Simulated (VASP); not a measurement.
# TlCl (Pm-3m) in VASP: single point with PBEsol

Aim: the single point of TlCl with PBEsol.

All numbers are computed with VASP 6.6.1; they aren't measurements. Logs are shortened: lines on timing, memory, paths and dates and some standing lists are left out, and cuts for length are marked.

## 1. The cell of the first run

The structure is cubic, space group Pm-3m (No. 221). The conventional cell has a = 3.834 Å, b = 3.834 Å, c = 3.834 Å, α = 90.00°, β = 90.00°, γ = 90.00°. Within 4.4 Å of Tl (site symmetry m-3m) lie 8 Cl at 3.32 Å and 6 Tl at 3.83 Å. Cl (site symmetry m-3m) has 8 Tl at 3.32 Å and 6 Cl at 3.83 Å within 4.4 Å.

## 2. Single point, PBEsol

INCAR

```
PREC = Accurate
ENCUT = 500
EDIFF = 1E-6
ISMEAR = 0
SIGMA = 0.01
LREAL = F
LASPH = T
NELM = 120
ALGO = Normal
ISIF = 2
LWAVE = F
LCHARG = F
GGA = PS
NBANDS = 17
GGA_COMPAT = F
```

KPOINTS

```
regular mesh
0
Gamma
  3 3 3
```

POSCAR

```
TlCl
1.0
    3.8340000000      0.0000000000      0.0000000000
    0.0000000000      3.8340000000      0.0000000000
    0.0000000000      0.0000000000      3.8340000000
Tl Cl
1 1
Direct
    0.0000000000      0.0000000000      0.0000000000
    0.5000000000      0.5000000000      0.5000000000
```

Potentials or basis: VASP PAW PBE potentials, release 64 (Tl_d, Cl).

On the command line:

```console
cat potpaw_PBE.64/Tl_d/POTCAR potpaw_PBE.64/Cl/POTCAR > POTCAR
mpirun -np 1 vasp_std > vasp.out
```

OUTCAR:

```text
PREC = Accurate
   ENCUT = 500
   EDIFF = 1E-6
   ISMEAR = 0
   LREAL = F
   LASPH = T
   NELM = 120
   ISIF = 2
   GGA = PS

 ion  position               nearest neighbor table
   1  0.000  0.000  0.000-   2 3.32   2 3.32   2 3.32   2 3.32   2 3.32   2 3.32   2 3.32   2 3.32

   2  0.500  0.500  0.500-   1 3.32   1 3.32   1 3.32   1 3.32   1 3.32   1 3.32   1 3.32   1 3.32

  LATTYP: Found a simple cubic cell.
 ALAT       =     3.8340000000

  Lattice vectors:

 A1 = (   3.8340000000,   0.0000000000,   0.0000000000)
 A2 = (   0.0000000000,   3.8340000000,   0.0000000000)
 A3 = (   0.0000000000,   0.0000000000,   3.8340000000)

Analysis of symmetry for initial positions (statically):
=====================================================================
 Subroutine PRICEL returns:
 Original cell was already a primitive cell.

 Routine SETGRP: Setting up the symmetry group for a
 simple cubic supercell.

 Subroutine GETGRP returns: Found 48 space group operations
 (whereof 48 operations were pure point group operations)
 out of a pool of 48 trial point group operations.

The static configuration has the point symmetry O_h .

Analysis of symmetry for dynamics (positions and initial velocities):
=====================================================================
 Subroutine PRICEL returns:
 Original cell was already a primitive cell.

 Routine SETGRP: Setting up the symmetry group for a
 simple cubic supercell.

 Subroutine GETGRP returns: Found 48 space group operations
 (whereof 48 operations were pure point group operations)
 out of a pool of 48 trial point group operations.

The dynamic configuration has the point symmetry O_h .

 Subroutine INISYM returns: Found 48 space group operations
 (whereof 48 operations are pure point group operations),
 and found     1 'primitive' translations

----------------------------------------------------------------------------------------

                                     Primitive cell

  volume of cell :      56.3581

  direct lattice vectors                    reciprocal lattice vectors
     3.834000000  0.000000000  0.000000000     0.260824204  0.000000000  0.000000000
     0.000000000  3.834000000  0.000000000     0.000000000  0.260824204  0.000000000
     0.000000000  0.000000000  3.834000000     0.000000000  0.000000000  0.260824204

  length of vectors
     3.834000000  3.834000000  3.834000000     0.260824204  0.260824204  0.260824204

  position of ions in fractional coordinates (direct lattice)
     0.000000000  0.000000000  0.000000000
     0.500000000  0.500000000  0.500000000

  ion indices of the primitive-cell ions
   primitive index   ion index
                 1           1
                 2           2

----------------------------------------------------------------------------------------

 KPOINTS: regular mesh

Automatic generation of k-mesh.
 Grid dimensions read from file:
 generate k-points for:    3    3    3

 Generating k-lattice:

  Cartesian coordinates                     Fractional coordinates (reciprocal lattice)
     0.086941401  0.000000000  0.000000000     0.333333333  0.000000000  0.000000000
     0.000000000  0.086941401  0.000000000     0.000000000  0.333333333  0.000000000
     0.000000000  0.000000000  0.086941401     0.000000000  0.000000000  0.333333333

  Length of vectors
     0.086941401  0.086941401  0.086941401

  Shift w.r.t. Gamma in fractional coordinates (k-lattice)
     0.000000000  0.000000000  0.000000000

 Subroutine IBZKPT returns following result:
 ===========================================

 Found      4 irreducible k-points:

 Following reciprocal coordinates:
            Coordinates               Weight
  0.000000  0.000000  0.000000      1.000000
  0.333333  0.000000  0.000000      6.000000
  0.333333  0.333333  0.000000     12.000000
  0.333333  0.333333  0.333333      8.000000
   k-points           NKPTS =      4   k-points in BZ     NKDIM =      4   number of bands    NBANDS=     17
   number of dos      NEDOS =    301   number of ions     NIONS =      2
   total plane-waves  NPLWV =  21952
   dimension x,y,z NGX =    28 NGY =   28 NGZ =   28
   dimension x,y,z NGXF=    56 NGYF=   56 NGZF=   56
   ions per type =               1   1
   NGX,Y,Z   is equivalent  to a cutoff of  12.14, 12.14, 12.14 a.u.
   NGXF,Y,Z  is equivalent  to a cutoff of  24.28, 24.28, 24.28 a.u.
 SYSTEM =  unknown system
   PREC   = accura    normal or accurate (medium, high low for compatibility)
   ISTART =      0    job   : 0-new  1-cont  2-samecut
   ICHARG =      2    charge: 1-file 2-atom 10-const
   ISPIN  =      1    spin polarized calculation?
   LNONCOLLINEAR =      F non collinear calculations
   LSORBIT =      F    spin-orbit coupling
   LASPH  =      T    aspherical Exc in radial PAW
   ENCUT  =  500.0 eV  36.75 Ry    6.06 a.u.   6.99  6.99  6.99*2*pi/ulx,y,z
   NELM   =    120;   NELMIN=  2; NELMDL= -5     # of ELM steps
   EDIFF  = 0.1E-05   stopping-criterion for ELM
   LREAL  =      F    real-space projection
   EDIFFG = 0.1E-04   stopping-criterion for IOM
   NSW    =      0    number of steps for IOM
   IBRION =     -1    ionic relax: 0-MD 1-quasi-New 2-CG
   NFREE  =      0    steps in history (QN), initial steepest desc. (CG)
   ISIF   =      2    stress and relaxation
   ISYM   =      2    0-nonsym 1-usesym 2-fastsym
   POTIM  = 0.5000    time-step for ionic-motion
   TEBEG  =    0.0;   TEEND  =   0.0 temperature during run
   PSTRESS=    0.0 pullay stress
   NELECT =      20.0000    total number of electrons
   NUPDOWN=      -1.0000    fix difference up-down
   EMIN   =  10.00;   EMAX   =-10.00  energy-range for DOS
   EFERMI =   0.00;   METHOD = LEGACY
   ISMEAR =     0;   SIGMA  =   0.01  broadening in eV -4-tet -1-fermi 0-gaus
   EFERMI_NEDOS =   21; number of points for ismear=-14 and -15
   IALGO  =     38    algorithm
   IMIX   =      4    mixing-type and parameters
     AMIX     =   0.40;   BMIX     =  1.00
     AMIX_MAG =   1.60;   BMIX_MAG =  1.00
  volume/ion in A,a.u.               =      28.18       190.16
  Fermi-wavevector in a.u.,A,eV,Ry     =   1.159043  2.190273 18.277790  1.343380
  Thomas-Fermi vector in A             =   2.295639
   LORBIT       =      0    0 simple, 1 ext, 2 COOP (PROOUT), +10 PAW based schemes
   GGA     = PS    functional components
   LHFCALC =     F    Hartree Fock is set to
   AEXX    =    0.0000 exact exchange contribution
   IVDW    =     0    specifies the selected vdW correction
   LEPSILON=     F    determine dielectric tensor
   LRPA    =     F    only Hartree local field effects (RPA)
 non-spin polarized calculation
 Gauss-broadening in eV      SIGMA  =   0.01
  energy-cutoff  :      500.00
  volume of cell :       56.36
 maximum number of plane-waves:      1436
 NGX is ok and might be reduce to    28
   NGX = 13   NGY = 13   NGZ = 13

 number of electron      19.9999993 magnetization

 Free energy of the ion-electron system (eV)
  ---------------------------------------------------
  ext. energy  EPLUGINS =         0.00000000
  ---------------------------------------------------
  free energy    TOTEN  =        -6.45307950 eV

  energy without entropy =       -6.45307950  energy(sigma->0) =       -6.45307950

 E-fermi :   1.9943     XC(G=0):  -9.3691

 val. band max:        1.9382401164   @ k =   0.3333   0.0000   0.0000
 cond. band min:       5.8208779663   @ k =   0.3333   0.0000   0.0000
 fundamental gap:      3.8826378500
 Fermi energy:         1.9942644551

 k-point     1 :       0.0000    0.0000    0.0000
  band No.  band energies     occupation
      1     -11.1616      2.00000
      2      -7.3107      2.00000
      3      -7.3107      2.00000
      4      -7.0621      2.00000
      5      -7.0621      2.00000
      6      -7.0621      2.00000
[... 9 lines left out ...]
     16      14.9510      0.00000
     17      16.7690      0.00000

 k-point     2 :       0.3333    0.0000    0.0000
  band No.  band energies     occupation
      1     -10.9701      2.00000
      2      -7.2995      2.00000
      3      -7.1811      2.00000
      4      -7.1247      2.00000
      5      -7.1247      2.00000
      6      -7.0564      2.00000
[... 9 lines left out ...]
     16      14.7752      0.00000
     17      16.7335      0.00000

 k-point     3 :       0.3333    0.3333    0.0000
  band No.  band energies     occupation
      1     -10.8581      2.00000
      2      -7.2356      2.00000
      3      -7.1135      2.00000
      4      -7.1117      2.00000
      5      -7.1073      2.00000
      6      -7.0808      2.00000
[... 9 lines left out ...]
     16      14.3109      0.00000
     17      15.7965      0.00000

 k-point     4 :       0.3333    0.3333    0.3333
  band No.  band energies     occupation
      1     -10.7339      2.00000
      2      -7.1952      2.00000
      3      -7.1952      2.00000
      4      -7.1179      2.00000
      5      -7.0731      2.00000
      6      -7.0731      2.00000
[... 9 lines left out ...]
     16      13.9194      0.00000
     17      18.5859      0.00000

------------------------ aborting loop because EDIFF is reached ----------------------------------------

  FORCE on cell =-STRESS in cart. coord.  units (eV):
  Direction    XX          YY          ZZ          XY          YZ          ZX
  --------------------------------------------------------------------------------------
  -------------------------------------------------------------------------------------
  Total       -0.5461658     -0.5461658     -0.5461658      0.0000000     -0.0000000      0.0000000
  in kB      -15.5266855    -15.5266855    -15.5266855      0.0000000     -0.0000000      0.0000000
  external PRESSURE =     -15.5266855 kB  Pullay stress =       0.0000000 kB

 VOLUME and BASIS-vectors are now :
 -----------------------------------------------------------------------------
  energy-cutoff  :      500.00
  volume of cell :       56.36
      direct lattice vectors                 reciprocal lattice vectors
     3.834000000  0.000000000  0.000000000     0.260824204  0.000000000  0.000000000
     0.000000000  3.834000000  0.000000000     0.000000000  0.260824204  0.000000000
     0.000000000  0.000000000  3.834000000     0.000000000  0.000000000  0.260824204

 POSITION                                       TOTAL-FORCE (eV/Angst)
 -----------------------------------------------------------------------------------
      0.00000      0.00000      0.00000         0.000000      0.000000      0.000000
      1.91700      1.91700      1.91700         0.000000      0.000000      0.000000
 -----------------------------------------------------------------------------------
    total drift:                               -0.000000      0.000000      0.000000

  FREE ENERGIE OF THE ION-ELECTRON SYSTEM (eV)
  ---------------------------------------------------
  free  energy   TOTEN  =        -6.4530794967 eV

  energy  without entropy=       -6.4530794967  energy(sigma->0) =       -6.45307950
```

Wall time 16 s (1 thread of Intel Xeon 8259CL, shared host); peak memory 0.15 GiB.

What came out:

```
Free energy            : -6.4531 eV
Pressure               : -1.6 GPa
Band gap on the k mesh : 3.88 eV, direct
```

Caveat: the k points lie up to 0.55 Å⁻¹ apart; the PAW data sets were made with another functional, which shifts forces and pressure a little; spin-orbit coupling is left out, which moves the levels of the heavy elements. A k mesh can miss the band edges.
